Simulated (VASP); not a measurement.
Set up this calculation in VASP 6.6.1, as the native input.

| Quantity | Value |
| --- | --- |
| Task | relaxation of cell and atoms |
| Functional | PBE |
| Potentials or basis | VASP PAW PBE potentials, release 64 (Ni, Sb) |
| Cutoff | 600 eV |
| k mesh | 14 × 14 × 14 |
| Occupations | gaussian, width 0.1 eV |
| Spin | no spin polarisation |
| Dipole correction | no |
| Further INCAR settings | ALGO = Normal; EDIFF = 1e-06; IBRION = 2; EDIFFG = -0.01; NSW = 100; ISIF = 3 |

The structure of NiSb lies in POSCAR:

```
NiSb
1.0
    0.0000000000      2.8026362891      2.8026362891
    2.8026362891      0.0000000000      2.8026362891
    2.8026362891      2.8026362891      0.0000000000
Ni Sb
1 1
Direct
    0.0000000000      0.0000000000      0.0000000000
    0.2500000000      0.2500000000      0.2500000000
```

One way to write it, as run:

INCAR

```
SYSTEM = NiSb
ALGO = Normal
EDIFF = 1E-6
EDIFFG = -0.01
ENCUT = 600
GGA = PE
IBRION = 2
ISIF = 3
ISMEAR = 0
LASPH = .TRUE.
LCHARG = .FALSE.
LREAL = .FALSE.
LWAVE = .FALSE.
NELM = 80
NSW = 100
PREC = Accurate
SIGMA = 0.1
```

KPOINTS

```
k-points
0
G
  14 14 14
  0 0 0
```

Potentials or basis: VASP PAW PBE potentials, release 64 (Ni, Sb).

Launch:

```bash
$ cat potpaw_PBE.64/Ni/POTCAR potpaw_PBE.64/Sb/POTCAR > POTCAR
$ mpirun -np 1 vasp_std > vasp.out
```

Results of the run:

```yaml
Relaxed_volume: 23.25 Å³/atom
Relaxed_cell: a = 4.036 Å, b = 4.036 Å, c = 4.036 Å, α = 60.00°, β = 60.00°, γ = 60.00°
Space_group_after_relaxing_to_0.1_Å: F-43m (No. 216)
Energy_gained_by_relaxing: 16.5 meV/atom
Ionic_steps: 3
Pressure_after_relaxing: 0.0 GPa
Band_gap_on_the_k_mesh: zero (an odd number of electrons rules out a gap without spin polarisation)
```

Caveat: spin-orbit coupling is left out, which moves the levels of the heavy elements.

Wall time 4.4 min on 1 thread of AMD EPYC 7R13, on a shared host, peak memory 0.22 GiB.
